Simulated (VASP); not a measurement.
# Cu9I7 (a cell with a defect) in VASP: single point with r2SCAN

Aim: the single point of Cu9I7 (a cell with a defect) with r2SCAN.

All numbers are computed with VASP 6.6.1; they aren't measurements. Logs are shortened: lines on timing, memory, paths and dates and some standing lists are left out, and cuts for length are marked.

### 1 The cell of the first run

The cell holds a defect, 16 atoms: a = 8.574 Å, b = 8.574 Å, c = 8.574 Å, α = 60.00°, β = 60.00°, γ = 60.00°.

### 2 Single point, r2SCAN

Contents of POSCAR:

```
Cu9I7
1.0
    0.0000000000      6.0630000000      6.0630000000
    6.0630000000      0.0000000000      6.0630000000
    6.0630000000      6.0630000000      0.0000000000
Cu I
9 7
Direct
    0.1250000000      0.1250000000      0.1250000000
    0.0000000000      0.0000000000      0.0000000000
    0.1250000000      0.1250000000      0.6250000000
    0.1250000000      0.6250000000      0.1250000000
    0.1250000000      0.6250000000      0.6250000000
    0.6250000000      0.1250000000      0.1250000000
    0.6250000000      0.1250000000      0.6250000000
    0.6250000000      0.6250000000      0.1250000000
    0.6250000000      0.6250000000      0.6250000000
    0.0000000000      0.0000000000      0.5000000000
    0.0000000000      0.5000000000      0.0000000000
    0.0000000000      0.5000000000      0.5000000000
    0.5000000000      0.0000000000      0.0000000000
    0.5000000000      0.0000000000      0.5000000000
    0.5000000000      0.5000000000      0.0000000000
    0.5000000000      0.5000000000      0.5000000000
```

Contents of INCAR.step1:

```
SYSTEM = Cu9I7
PREC = Accurate
ENCUT = 580
ISMEAR = 0
SIGMA = 0.02
LREAL = .False.
LASPH = .True.
NELM = 120
NELECT = 150.0
NBANDS = 88
GGA = PE
ALGO = Normal
EDIFF = 1E-5
LWAVE = .True.
LCHARG = .False.
GGA_COMPAT = .False.
```

Contents of INCAR.step2:

```
SYSTEM = Cu9I7
PREC = Accurate
ENCUT = 580
EDIFF = 1E-6
ISMEAR = 0
SIGMA = 0.02
LREAL = .False.
LASPH = .True.
NELM = 120
ALGO = Normal
ISIF = 2
LWAVE = .False.
LCHARG = .False.
METAGGA = R2SCAN
LMIXTAU = .True.
NELECT = 150.0
NBANDS = 88
ISTART = 1
GGA_COMPAT = .False.
```

Contents of KPOINTS:

```
Automatic mesh
0
Gamma
  2 2 2
  0 0 0
```

Potentials or basis: VASP PAW PBE potentials, release 64 (Cu, I).

Run with:

```console
$ cat potpaw_PBE.64/Cu/POTCAR potpaw_PBE.64/I/POTCAR > POTCAR
$ cp INCAR.step1 INCAR
$ mpirun -np 1 vasp_std > vasp.out
$ cp INCAR.step2 INCAR
$ mpirun -np 1 vasp_std > vasp.out
```

OUTCAR:

```text
SYSTEM = Cu9I7
   PREC = Accurate
   ENCUT = 580
   EDIFF = 1E-6
   ISMEAR = 0
   LREAL = .False.
   LASPH = .True.
   NELM = 120
   ISIF = 2
   METAGGA = R2SCAN
   NELECT = 150.0
   ISTART = 1

 ion  position               nearest neighbor table
   1  0.125  0.125  0.125-   2 2.63  10 2.63  11 2.63  13 2.63
   2  0.000  0.000  0.000-   1 2.63   3 2.63   4 2.63   6 2.63
   3  0.125  0.125  0.625-  10 2.63   2 2.63  12 2.63  14 2.63
   4  0.125  0.625  0.125-  11 2.63   2 2.63  12 2.63  15 2.63
   5  0.125  0.625  0.625-  12 2.63  11 2.63  10 2.63  16 2.63
   6  0.625  0.125  0.125-  13 2.63   2 2.63  14 2.63  15 2.63
[... 8 lines left out ...]
  15  0.500  0.500  0.000-   8 2.63   6 2.63   4 2.63   9 2.63
  16  0.500  0.500  0.500-   9 2.63   7 2.63   8 2.63   5 2.63

  LATTYP: Found a face centered cubic cell.
 ALAT       =    12.1260000000

  Lattice vectors:

 A1 = (   0.0000000000,   6.0630000000,   6.0630000000)
 A2 = (   6.0630000000,   0.0000000000,   6.0630000000)
 A3 = (   6.0630000000,   6.0630000000,   0.0000000000)

Analysis of symmetry for initial positions (statically):
=====================================================================
 Subroutine PRICEL returns:
 Original cell was already a primitive cell.

 Routine SETGRP: Setting up the symmetry group for a
 face centered cubic supercell.

 Subroutine GETGRP returns: Found 24 space group operations
 (whereof 24 operations were pure point group operations)
 out of a pool of 48 trial point group operations.

The static configuration has the point symmetry T_d .

Analysis of symmetry for dynamics (positions and initial velocities):
=====================================================================
 Subroutine PRICEL returns:
 Original cell was already a primitive cell.

 Routine SETGRP: Setting up the symmetry group for a
 face centered cubic supercell.

 Subroutine GETGRP returns: Found 24 space group operations
 (whereof 24 operations were pure point group operations)
 out of a pool of 48 trial point group operations.

The dynamic configuration has the point symmetry T_d .

 Subroutine INISYM returns: Found 24 space group operations
 (whereof 24 operations are pure point group operations),
 and found     1 'primitive' translations

----------------------------------------------------------------------------------------

                                     Primitive cell

  volume of cell :     445.7514

  direct lattice vectors                    reciprocal lattice vectors
     0.000000000  6.063000000  6.063000000    -0.082467425  0.082467425  0.082467425
     6.063000000  0.000000000  6.063000000     0.082467425 -0.082467425  0.082467425
     6.063000000  6.063000000  0.000000000     0.082467425  0.082467425 -0.082467425

  length of vectors
     8.574376829  8.574376829  8.574376829     0.142837771  0.142837771  0.142837771

  position of ions in fractional coordinates (direct lattice)
     0.125000000  0.125000000  0.125000000
     0.000000000  0.000000000  0.000000000
     0.125000000  0.125000000  0.625000000
     0.125000000  0.625000000  0.125000000
     0.125000000  0.625000000  0.625000000
     0.625000000  0.125000000  0.125000000
[... 8 lines left out ...]
     0.500000000  0.500000000  0.000000000
     0.500000000  0.500000000  0.500000000

  ion indices of the primitive-cell ions
   primitive index   ion index
                 1           1
                 2           2
                 3           3
                 4           4
                 5           5
                 6           6
[... 8 lines left out ...]
                15          15
                16          16

----------------------------------------------------------------------------------------

 KPOINTS: Automatic mesh

Automatic generation of k-mesh.
 Grid dimensions read from file:
 generate k-points for:    2    2    2

 Generating k-lattice:

  Cartesian coordinates                     Fractional coordinates (reciprocal lattice)
    -0.041233713  0.041233713  0.041233713     0.500000000  0.000000000  0.000000000
     0.041233713 -0.041233713  0.041233713     0.000000000  0.500000000  0.000000000
     0.041233713  0.041233713 -0.041233713     0.000000000  0.000000000  0.500000000

  Length of vectors
     0.071418885  0.071418885  0.071418885

  Shift w.r.t. Gamma in fractional coordinates (k-lattice)
     0.000000000  0.000000000  0.000000000

 Subroutine IBZKPT returns following result:
 ===========================================

 Found      3 irreducible k-points:

 Following reciprocal coordinates:
            Coordinates               Weight
  0.000000  0.000000  0.000000      1.000000
  0.500000  0.000000  0.000000      4.000000
  0.500000  0.500000  0.000000      3.000000
   k-points           NKPTS =      3   k-points in BZ     NKDIM =      3   number of bands    NBANDS=     88
   number of dos      NEDOS =    301   number of ions     NIONS =     16
   total plane-waves  NPLWV = 343000
   dimension x,y,z NGX =    70 NGY =   70 NGZ =   70
   dimension x,y,z NGXF=   140 NGYF=  140 NGZF=  140
   ions per type =               9   7
   NGX,Y,Z   is equivalent  to a cutoff of  13.57, 13.57, 13.57 a.u.
   NGXF,Y,Z  is equivalent  to a cutoff of  27.14, 27.14, 27.14 a.u.
 SYSTEM =  Cu9I7
   PREC   = accura    normal or accurate (medium, high low for compatibility)
   ISTART =      1    job   : 0-new  1-cont  2-samecut
   ICHARG =      0    charge: 1-file 2-atom 10-const
   ISPIN  =      1    spin polarized calculation?
   LNONCOLLINEAR =      F non collinear calculations
   LSORBIT =      F    spin-orbit coupling
   LASPH  =      T    aspherical Exc in radial PAW
   ENCUT  =  580.0 eV  42.63 Ry    6.53 a.u.  16.84 16.84 16.84*2*pi/ulx,y,z
   NELM   =    120;   NELMIN=  2; NELMDL=  0     # of ELM steps
   EDIFF  = 0.1E-05   stopping-criterion for ELM
   LREAL  =      F    real-space projection
   EDIFFG = 0.1E-04   stopping-criterion for IOM
   NSW    =      0    number of steps for IOM
   IBRION =     -1    ionic relax: 0-MD 1-quasi-New 2-CG
   NFREE  =      0    steps in history (QN), initial steepest desc. (CG)
   ISIF   =      2    stress and relaxation
   ISYM   =      2    0-nonsym 1-usesym 2-fastsym
   POTIM  = 0.5000    time-step for ionic-motion
   TEBEG  =    0.0;   TEEND  =   0.0 temperature during run
   PSTRESS=    0.0 pullay stress
   NELECT =     150.0000    total number of electrons
   NUPDOWN=      -1.0000    fix difference up-down
   EMIN   =  10.00;   EMAX   =-10.00  energy-range for DOS
   EFERMI =   0.00;   METHOD = LEGACY
   ISMEAR =     0;   SIGMA  =   0.02  broadening in eV -4-tet -1-fermi 0-gaus
   EFERMI_NEDOS =   21; number of points for ismear=-14 and -15
   IALGO  =     38    algorithm
   IMIX   =      4    mixing-type and parameters
     AMIX     =   0.40;   BMIX     =  1.00
     AMIX_MAG =   1.60;   BMIX_MAG =  1.00
  volume/ion in A,a.u.               =      27.86       188.00
  Fermi-wavevector in a.u.,A,eV,Ry     =   1.138696  2.151823 17.641694  1.296628
  Thomas-Fermi vector in A             =   2.275400
   LORBIT       =      0    0 simple, 1 ext, 2 COOP (PROOUT), +10 PAW based schemes
   METAGGA = R2SCAN    functional components
   LHFCALC =     F    Hartree Fock is set to
   AEXX    =    0.0000 exact exchange contribution
   IVDW    =     0    specifies the selected vdW correction
   LEPSILON=     F    determine dielectric tensor
   LRPA    =     F    only Hartree local field effects (RPA)
 non-spin polarized calculation
 Gauss-broadening in eV      SIGMA  =   0.02
  energy-cutoff  :      580.00
  volume of cell :      445.75
 maximum number of plane-waves:     14194
 NGX is ok and might be reduce to    70
   NGX = 33   NGY = 33   NGZ = 33

 number of electron     150.0000010 magnetization

 Free energy of the ion-electron system (eV)
  ---------------------------------------------------
  ext. energy  EPLUGINS =         0.00000000
  ---------------------------------------------------
  free energy    TOTEN  =      -258.16777963 eV

  energy without entropy =     -258.16777963  energy(sigma->0) =     -258.16777963

 E-fermi :   5.4469     XC(G=0):  -9.4987

 val. band max:        5.3287274919   @ k =   0.5000   0.0000   0.0000
 cond. band min:       6.1523596435   @ k =   0.0000   0.0000   0.0000
 fundamental gap:      0.8236321516
 Fermi energy:         5.4469230894

 k-point     1 :       0.0000    0.0000    0.0000
  band No.  band energies     occupation
      1     -10.9805      2.00000
      2     -10.4969      2.00000
      3     -10.3523      2.00000
      4     -10.3523      2.00000
      5     -10.3523      2.00000
      6     -10.1545      2.00000
[... 79 lines left out ...]
     86       8.0017      0.00000
     87       8.0017      0.00000

 k-point     2 :       0.5000    0.0000    0.0000
  band No.  band energies     occupation
      1     -10.8461      2.00000
      2     -10.5675      2.00000
      3     -10.4495      2.00000
      4     -10.2599      2.00000
      5     -10.2599      2.00000
      6     -10.2558      2.00000
[... 79 lines left out ...]
     86       8.5698      0.00000
     87       8.5698      0.00000

 k-point     3 :       0.5000    0.5000    0.0000
  band No.  band energies     occupation
      1     -10.7921      2.00000
      2     -10.5699      2.00000
      3     -10.3632      2.00000
      4     -10.3619      2.00000
      5     -10.3619      2.00000
      6     -10.3118      2.00000
[... 79 lines left out ...]
     86       8.7165      0.00000
     87       8.7165      0.00000
 [bands above 87 left out]

------------------------ aborting loop because EDIFF is reached ----------------------------------------

  FORCE on cell =-STRESS in cart. coord.  units (eV):
  Direction    XX          YY          ZZ          XY          YZ          ZX
  --------------------------------------------------------------------------------------
  -------------------------------------------------------------------------------------
  Total       14.6051293     14.6051293     14.6051293     -0.0000000      0.0000000      0.0000000
  in kB       52.4956464     52.4956464     52.4956464     -0.0000000      0.0000000      0.0000000
  external PRESSURE =      52.4956464 kB  Pullay stress =       0.0000000 kB

 VOLUME and BASIS-vectors are now :
 -----------------------------------------------------------------------------
  energy-cutoff  :      580.00
  volume of cell :      445.75
      direct lattice vectors                 reciprocal lattice vectors
     0.000000000  6.063000000  6.063000000    -0.082467425  0.082467425  0.082467425
     6.063000000  0.000000000  6.063000000     0.082467425 -0.082467425  0.082467425
     6.063000000  6.063000000  0.000000000     0.082467425  0.082467425 -0.082467425

 POSITION                                       TOTAL-FORCE (eV/Angst)
 -----------------------------------------------------------------------------------
      1.51575      1.51575      1.51575        -0.611390     -0.611390     -0.611390
      0.00000      0.00000      0.00000        -0.000000     -0.000000     -0.000000
      4.54725      4.54725      1.51575         0.611390      0.611390     -0.611390
      4.54725      1.51575      4.54725         0.611390     -0.611390      0.611390
      7.57875      4.54725      4.54725         0.057038     -0.057038     -0.057038
      1.51575      4.54725      4.54725        -0.611390      0.611390      0.611390
[... 8 lines left out ...]
      3.03150      3.03150      6.06300        -0.000000     -0.000000     -0.071252
      6.06300      6.06300      6.06300        -0.000000     -0.000000     -0.000000
 -----------------------------------------------------------------------------------
    total drift:                                0.000001      0.000001      0.000001

  FREE ENERGIE OF THE ION-ELECTRON SYSTEM (eV)
  ---------------------------------------------------
  free  energy   TOTEN  =      -258.1677796286 eV

  energy  without entropy=     -258.1677796286  energy(sigma->0) =     -258.16777963
```

It took 13 min on 1 thread of Intel Xeon Platinum 8559C (Emerald Rapids), shared host; peak memory 0.78 GiB.

Results:

| Quantity | Value |
| --- | --- |
| Free energy | -258.1678 eV |
| Largest force | 1.059 eV/Å |

Forces on the atoms (eV/Å):
```
Cu  -0.611 -0.611 -0.611
Cu   0.000  0.000  0.000
Cu   0.611  0.611 -0.611
Cu   0.611 -0.611  0.611
Cu   0.057 -0.057 -0.057
Cu  -0.611  0.611  0.611
Cu  -0.057  0.057 -0.057
Cu  -0.057 -0.057  0.057
Cu   0.057  0.057  0.057
I    0.000  0.000  0.071
I    0.000  0.071  0.000
I   -0.071  0.000  0.000
I    0.071  0.000  0.000
I    0.000 -0.071  0.000
I    0.000  0.000 -0.071
I    0.000  0.000  0.000
```

Levels at points of the mesh, in eV from the Fermi level:
```csv
k point,band 73,band 74,band 75,band 76,band 77,band 78
"(0.00, 0.00, 0.00)",-1.74,-1.74,-0.12,0.71,0.71,0.71
"(0.50, 0.00, 0.00)",-1.72,-1.59,-0.12,0.81,1.14,1.27
"(0.50, 0.50, 0.00)",-1.74,-1.42,-0.17,1.02,1.02,1.59
```

Caveat: the k points lie up to 0.45 Å⁻¹ apart; the cell carries a net charge on a neutralising background, which shifts energy and pressure; the cell is charged against a uniform background, so pressure and absolute levels hang on convention; the PAW data sets were made with another functional, which shifts forces and pressure a little; spin-orbit coupling is left out, which moves the levels of the heavy elements.
